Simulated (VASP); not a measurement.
# ZnS (P6_3mc) in VASP: electric field gradients with RPBE

Aim: the electric field gradients of ZnS with RPBE.

Everything below comes from runs of VASP 6.6.1. Logs are shortened: lines on timing, memory, paths and dates and some standing lists are left out, and cuts for length are marked.

### Step 1. The cell of the first run

It takes space group P6_3mc (No. 186, hexagonal). The conventional cell has a = 3.820 Å, b = 3.820 Å, c = 24.960 Å, α = 90.00°, β = 90.00°, γ = 120.00°. Zn (site symmetry 3m) has 4 S at 2.34 Å within 3.1 Å. Within 3.1 Å of Zn (site symmetry 3m) lie 4 S at 2.34 Å. Within 3.1 Å of Zn (site symmetry 3m) lie 4 S at 2.34 Å. Zn (site symmetry 3m) has 4 S at 2.34 Å within 3.1 Å. Within 3.1 Å of S (site symmetry 3m) lie 4 Zn at 2.34 Å. Within 3.1 Å of S (site symmetry 3m) lie 4 Zn at 2.34 Å. S (site symmetry 3m) has 4 Zn at 2.34 Å within 3.1 Å. Within 3.1 Å of S (site symmetry 3m) lie 4 Zn at 2.34 Å.

### Step 2. Electric field gradients, RPBE

Input file INCAR:

```
SYSTEM = ZnS
PREC     = Accurate       ! precision mode
ENCUT    = 520            ! plane-wave cutoff, eV
EDIFF    = 1E-8           ! SCF threshold, eV
ISMEAR   = -1             ! smearing method
SIGMA    = 0.02           ! smearing width, eV
LREAL    = Auto         
LASPH    = .TRUE.         ! aspherical terms in the spheres
NELM     = 100            ! most SCF steps
ALGO     = Normal         ! electronic algorithm
ISIF     = 2              ! what is computed and relaxed
LWAVE    = .FALSE.        ! write WAVECAR
LCHARG   = .FALSE.        ! write CHGCAR
GGA      = RP             ! functional
LEFG     = .TRUE.       
NBANDS   = 86             ! bands
```

Input file KPOINTS:

```
Automatic mesh
0
G
  8 8 2
  0 0 0
```

Input file POSCAR:

```
ZnS
1.0
    3.8200000000      0.0000000000      0.0000000000
   -1.9100000000      3.3082170425      0.0000000000
    0.0000000000      0.0000000000     24.9600000000
Zn S
8 8
Direct
    0.0000000000      0.0000000000      0.0000026567
    0.0000000000      0.0000000000      0.5000026567
    0.3333333333      0.6666666667      0.1249281714
    0.6666666667      0.3333333333      0.6249281714
    0.3333333333      0.6666666667      0.3750898986
    0.6666666667      0.3333333333      0.8750898986
    0.3333333333      0.6666666667      0.7500146005
    0.6666666667      0.3333333333      0.2500146005
    0.0000000000      0.0000000000      0.0937606621
    0.0000000000      0.0000000000      0.5937606621
    0.3333333333      0.6666666667      0.2186851917
    0.6666666667      0.3333333333      0.7186851917
    0.3333333333      0.6666666667      0.4688336000
    0.6666666667      0.3333333333      0.9688336000
    0.3333333333      0.6666666667      0.8438852190
    0.6666666667      0.3333333333      0.3438852190
```

Potentials or basis: VASP PAW PBE potentials, release 64 (Zn, S).

Command:

```console
cat potpaw_PBE.64/Zn/POTCAR potpaw_PBE.64/S/POTCAR > POTCAR
mpirun -np 1 vasp_std > vasp.out
```

OUTCAR:

```text
SYSTEM = ZnS
   PREC = Accurate
   ENCUT = 520
   EDIFF = 1E-8
   ISMEAR = -1
   LREAL = Auto
   LASPH = .TRUE.
   NELM = 100
   ISIF = 2
   GGA = RP

 ion  position               nearest neighbor table
   1  0.000  0.000  0.000-  14 2.34  14 2.34  14 2.34   9 2.34
   2  0.000  0.000  0.500-  13 2.34  13 2.34  13 2.34  10 2.34
   3  0.333  0.667  0.125-   9 2.34   9 2.34   9 2.34  11 2.34
   4  0.667  0.333  0.625-  10 2.34  10 2.34  10 2.34  12 2.34
   5  0.333  0.667  0.375-  16 2.34  16 2.34  16 2.34  13 2.34
   6  0.667  0.333  0.875-  15 2.34  15 2.34  15 2.34  14 2.34
[... 8 lines left out ...]
  15  0.333  0.667  0.844-   6 2.34   6 2.34   6 2.34   7 2.34
  16  0.667  0.333  0.344-   5 2.34   5 2.34   5 2.34   8 2.34

  LATTYP: Found a hexagonal cell.
 ALAT       =     3.8200000000
 C/A-ratio  =     6.5340314136

  Lattice vectors:

 A1 = (   3.8200000000,   0.0000000000,   0.0000000000)
 A2 = (  -1.9100000000,   3.3082170425,   0.0000000000)
 A3 = (   0.0000000000,   0.0000000000,  24.9600000000)

Analysis of symmetry for initial positions (statically):
=====================================================================
 Subroutine PRICEL returns:
 Original cell was already a primitive cell.

 Routine SETGRP: Setting up the symmetry group for a
 hexagonal supercell.

 Subroutine GETGRP returns: Found 12 space group operations
 (whereof  6 operations were pure point group operations)
 out of a pool of 24 trial point group operations.

The static configuration has the point symmetry C_3v.
 The point group associated with its full space group is C_6v.

Analysis of symmetry for dynamics (positions and initial velocities):
=====================================================================
 Subroutine PRICEL returns:
 Original cell was already a primitive cell.

 Routine SETGRP: Setting up the symmetry group for a
 hexagonal supercell.

 Subroutine GETGRP returns: Found 12 space group operations
 (whereof  6 operations were pure point group operations)
 out of a pool of 24 trial point group operations.

The dynamic configuration has the point symmetry C_3v.
 The point group associated with its full space group is C_6v.

 Subroutine INISYM returns: Found 12 space group operations
 (whereof  6 operations are pure point group operations),
 and found     1 'primitive' translations

----------------------------------------------------------------------------------------

                                     Primitive cell

  volume of cell :     315.4292

  direct lattice vectors                    reciprocal lattice vectors
     3.820000000  0.000000000  0.000000000     0.261780105  0.151138814  0.000000000
    -1.910000000  3.308217042  0.000000000     0.000000000  0.302277628  0.000000000
     0.000000000  0.000000000 24.960000000     0.000000000  0.000000000  0.040064103

  length of vectors
     3.820000000  3.820000000 24.960000000     0.302277628  0.302277628  0.040064103

  position of ions in fractional coordinates (direct lattice)
     0.000000000  0.000000000  0.000002657
     0.000000000  0.000000000  0.500002657
     0.333333333  0.666666667  0.124928171
     0.666666667  0.333333333  0.624928171
     0.333333333  0.666666667  0.375089899
     0.666666667  0.333333333  0.875089899
[... 8 lines left out ...]
     0.333333333  0.666666667  0.843885219
     0.666666667  0.333333333  0.343885219

  ion indices of the primitive-cell ions
   primitive index   ion index
                 1           1
                 2           2
                 3           3
                 4           4
                 5           5
                 6           6
[... 8 lines left out ...]
                15          15
                16          16

----------------------------------------------------------------------------------------

 KPOINTS: Automatic mesh

Automatic generation of k-mesh.
 Grid dimensions read from file:
 generate k-points for:    8    8    2

[... 25 lines left out ...]
  0.125000  0.125000  0.000000      6.000000
[... 12 lines left out ...]
  0.250000  0.250000  0.500000      6.000000
  0.375000  0.250000  0.500000      6.000000
   k-points           NKPTS =     20   k-points in BZ     NKDIM =     20   number of bands    NBANDS=     86
   number of dos      NEDOS =    301   number of ions     NIONS =     16
   total plane-waves  NPLWV = 150528
   dimension x,y,z NGX =    28 NGY =   28 NGZ =  192
   dimension x,y,z NGXF=    56 NGYF=   56 NGZF=  384
   ions per type =               8   8
   NGX,Y,Z   is equivalent  to a cutoff of  12.19, 12.19, 12.79 a.u.
   NGXF,Y,Z  is equivalent  to a cutoff of  24.37, 24.37, 25.58 a.u.
 SYSTEM =  ZnS
   PREC   = accura    normal or accurate (medium, high low for compatibility)
   ISTART =      0    job   : 0-new  1-cont  2-samecut
   ICHARG =      2    charge: 1-file 2-atom 10-const
   ISPIN  =      1    spin polarized calculation?
   LNONCOLLINEAR =      F non collinear calculations
   LSORBIT =      F    spin-orbit coupling
   LASPH  =      T    aspherical Exc in radial PAW
   ENCUT  =  520.0 eV  38.22 Ry    6.18 a.u.   7.10  7.10 46.41*2*pi/ulx,y,z
   NELM   =    100;   NELMIN=  2; NELMDL= -5     # of ELM steps
   EDIFF  = 0.1E-07   stopping-criterion for ELM
   LREAL  =      T    real-space projection
   EDIFFG = 0.1E-06   stopping-criterion for IOM
   NSW    =      0    number of steps for IOM
   IBRION =     -1    ionic relax: 0-MD 1-quasi-New 2-CG
   NFREE  =      0    steps in history (QN), initial steepest desc. (CG)
   ISIF   =      2    stress and relaxation
   ISYM   =      2    0-nonsym 1-usesym 2-fastsym
   POTIM  = 0.5000    time-step for ionic-motion
   TEBEG  =    0.0;   TEEND  =   0.0 temperature during run
   PSTRESS=    0.0 pullay stress
   NELECT =     144.0000    total number of electrons
   NUPDOWN=      -1.0000    fix difference up-down
   EMIN   =  10.00;   EMAX   =-10.00  energy-range for DOS
   EFERMI =   0.00;   METHOD = LEGACY
   ISMEAR =    -1;   SIGMA  =   0.02  broadening in eV -4-tet -1-fermi 0-gaus
   EFERMI_NEDOS =   21; number of points for ismear=-14 and -15
   IALGO  =     38    algorithm
   IMIX   =      4    mixing-type and parameters
     AMIX     =   0.40;   BMIX     =  1.00
     AMIX_MAG =   1.60;   BMIX_MAG =  1.00
  volume/ion in A,a.u.               =      19.71       133.04
  Fermi-wavevector in a.u.,A,eV,Ry     =   1.260555  2.382103 21.619631  1.588998
  Thomas-Fermi vector in A             =   2.394058
   LORBIT       =      0    0 simple, 1 ext, 2 COOP (PROOUT), +10 PAW based schemes
   GGA     = RP    functional components
   LHFCALC =     F    Hartree Fock is set to
   AEXX    =    0.0000 exact exchange contribution
   IVDW    =     0    specifies the selected vdW correction
   LEPSILON=     F    determine dielectric tensor
   LRPA    =     F    only Hartree local field effects (RPA)
 non-spin polarized calculation
  energy-cutoff  :      520.00
  volume of cell :      315.43
 maximum number of plane-waves:      8545
   NGX = 15   NGY = 15   NGZ = 93

 number of electron     143.9999938 magnetization

 Free energy of the ion-electron system (eV)
  ---------------------------------------------------
  ext. energy  EPLUGINS =         0.00000000
  ---------------------------------------------------
  free energy    TOTEN  =       -49.38018381 eV

  energy without entropy =      -49.38018381  energy(sigma->0) =      -49.38018381

 E-fermi :   2.6550     XC(G=0):  -9.4115

 val. band max:        2.2282631331   @ k =   0.0000   0.0000   0.0000
 cond. band min:       4.5315743843   @ k =   0.0000   0.0000   0.0000
 fundamental gap:      2.3033112511
 Fermi energy:         2.6550467017

 k-point     1 :       0.0000    0.0000    0.0000
  band No.  band energies     occupation
      1     -10.9055      2.00000
      2     -10.7924      2.00000
      3     -10.7862      2.00000
      4     -10.4887      2.00000
      5     -10.4841      2.00000
      6     -10.1475      2.00000
[... 1729 lines left out ...]
     83       8.2867      0.00000
     84       8.2867      0.00000
 [bands above 84 left out]

------------------------ aborting loop because EDIFF is reached ----------------------------------------

  FORCE on cell =-STRESS in cart. coord.  units (eV):
  Direction    XX          YY          ZZ          XY          YZ          ZX
  --------------------------------------------------------------------------------------
  -------------------------------------------------------------------------------------
  Total        8.6012780      8.6012780      8.6751694      0.0000000      0.0000000      0.0000000
  in kB       43.6889521     43.6889521     44.0642727      0.0000000      0.0000000      0.0000000
  external PRESSURE =      43.8140590 kB  Pullay stress =       0.0000000 kB

 VOLUME and BASIS-vectors are now :
 -----------------------------------------------------------------------------
  energy-cutoff  :      520.00
  volume of cell :      315.43
      direct lattice vectors                 reciprocal lattice vectors
     3.820000000  0.000000000  0.000000000     0.261780105  0.151138814  0.000000000
    -1.910000000  3.308217042  0.000000000     0.000000000  0.302277628  0.000000000
     0.000000000  0.000000000 24.960000000     0.000000000  0.000000000  0.040064103

 POSITION                                       TOTAL-FORCE (eV/Angst)
 -----------------------------------------------------------------------------------
      0.00000      0.00000      0.00007        -0.000000     -0.000000      0.004858
      0.00000      0.00000     12.48007        -0.000000      0.000000      0.004858
     -0.00000      2.20548      3.11821        -0.000000      0.000000      0.006111
      1.91000      1.10274     15.59821         0.000000     -0.000000      0.006111
     -0.00000      2.20548      9.36224         0.000000     -0.000000      0.007821
      1.91000      1.10274     21.84224         0.000000      0.000000      0.007821
[... 8 lines left out ...]
     -0.00000      2.20548     21.06338        -0.000000     -0.000000      0.001605
      1.91000      1.10274      8.58338        -0.000000      0.000000      0.001605
 -----------------------------------------------------------------------------------
    total drift:                               -0.000002     -0.000004     -0.000145

  FREE ENERGIE OF THE ION-ELECTRON SYSTEM (eV)
  ---------------------------------------------------
  free  energy   TOTEN  =       -49.3801838057 eV

  energy  without entropy=      -49.3801838057  energy(sigma->0) =      -49.38018381

 Electric field gradients (V/A^2)
---------------------------------------------------------------------
 ion       V_xx      V_yy      V_zz      V_xy      V_xz      V_yz
---------------------------------------------------------------------
   1      -0.227    -0.225     0.452     0.002     0.000    -0.000
   2      -0.227    -0.225     0.452     0.002    -0.000     0.000
   3      -0.307    -0.301     0.608     0.005     0.000    -0.000
   4      -0.307    -0.301     0.608     0.005    -0.000     0.000
   5      -0.417    -0.411     0.828     0.005    -0.000     0.000
   6      -0.417    -0.411     0.828     0.005     0.000    -0.000
[... 8 lines left out ...]
  15      -0.708    -0.709     1.417    -0.000     0.000    -0.000
  16      -0.708    -0.709     1.417    -0.000    -0.000     0.000
---------------------------------------------------------------------

 Electric field gradients after diagonalization (V/A^2)
 (convention: |V_zz| > |V_xx| > |V_yy|)
----------------------------------------------------------------------
 ion       V_xx      V_yy      V_zz     asymmetry (V_yy - V_xx)/ V_zz
----------------------------------------------------------------------
   1      -0.228    -0.224     0.452       0.009
   2      -0.228    -0.224     0.452       0.009
   3      -0.310    -0.298     0.608       0.021
   4      -0.310    -0.298     0.608       0.021
   5      -0.420    -0.408     0.828       0.015
   6      -0.420    -0.408     0.828       0.015
[... 8 lines left out ...]
  15      -0.709    -0.708     1.417       0.001
  16      -0.709    -0.708     1.417       0.001
----------------------------------------------------------------------

           NMR quadrupolar parameters

 Cq : quadrupolar parameter    Cq=e*Q*V_zz/h
 eta: asymmetry parameters     (V_yy - V_xx)/ V_zz
 Q  : nuclear electric quadrupole moment in mb (millibarn)
----------------------------------------------------------------------
 ion       Cq(MHz)       eta       Q (mb)
----------------------------------------------------------------------
   1       0.001       0.009       1.000
   2       0.001       0.009       1.000
   3       0.001       0.021       1.000
   4       0.001       0.021       1.000
   5       0.002       0.015       1.000
   6       0.002       0.015       1.000
[... 8 lines left out ...]
  15       0.003       0.001       1.000
  16       0.003       0.001       1.000
----------------------------------------------------------------------
```

Wall time 31 min (1 thread of Intel Xeon Platinum 8488C (Sapphire Rapids), shared host); peak memory 0.59 GiB.

What came out:

| Property | Result |
| --- | --- |
| Free energy | -49.3802 eV |
| Pressure | 4.4 GPa |
| Largest force | 0.010 eV/Å |
| Band gap on the k mesh | 2.30 eV |
| Largest electric field gradient by atom | Zn +0.5, +0.6, +0.8, -0.5 (each value once); S -0.2, +0.7, -0.1, +1.4 (each value once) V/Å² |

Forces on the atoms (eV/Å):
```
Zn   0.000  0.000  0.005
Zn   0.000  0.000  0.005
Zn   0.000  0.000  0.006
Zn   0.000  0.000  0.006
Zn   0.000  0.000  0.008
Zn   0.000  0.000  0.008
Zn   0.000  0.000  0.004
Zn   0.000  0.000  0.004
S    0.000  0.000 -0.005
S    0.000  0.000 -0.005
S    0.000  0.000 -0.010
S    0.000  0.000 -0.010
S    0.000  0.000 -0.009
S    0.000  0.000 -0.009
S    0.000  0.000  0.002
S    0.000  0.000  0.002
```

Electric field gradients, principal values (V/Å²):
```tsv
atom	least	middle	greatest (by size)
1 Zn	-0.224	-0.228	0.452
2 Zn	-0.224	-0.228	0.452
3 Zn	-0.298	-0.310	0.608
4 Zn	-0.298	-0.310	0.608
5 Zn	-0.408	-0.420	0.828
6 Zn	-0.408	-0.420	0.828
7 Zn	0.253	0.266	-0.519
8 Zn	0.253	0.266	-0.519
9 S	0.104	0.105	-0.209
10 S	0.104	0.105	-0.209
11 S	-0.343	-0.344	0.687
12 S	-0.343	-0.344	0.687
13 S	0.058	0.059	-0.116
14 S	0.058	0.059	-0.116
15 S	-0.708	-0.709	1.417
16 S	-0.708	-0.709	1.417
```

Caveat: the cell stands under pressure; without QUAD_EFG the Cq values of the log hold for a quadrupole moment of 1 mb, not for the nuclei; the PAW data sets were made with another functional, which shifts forces and pressure a little.
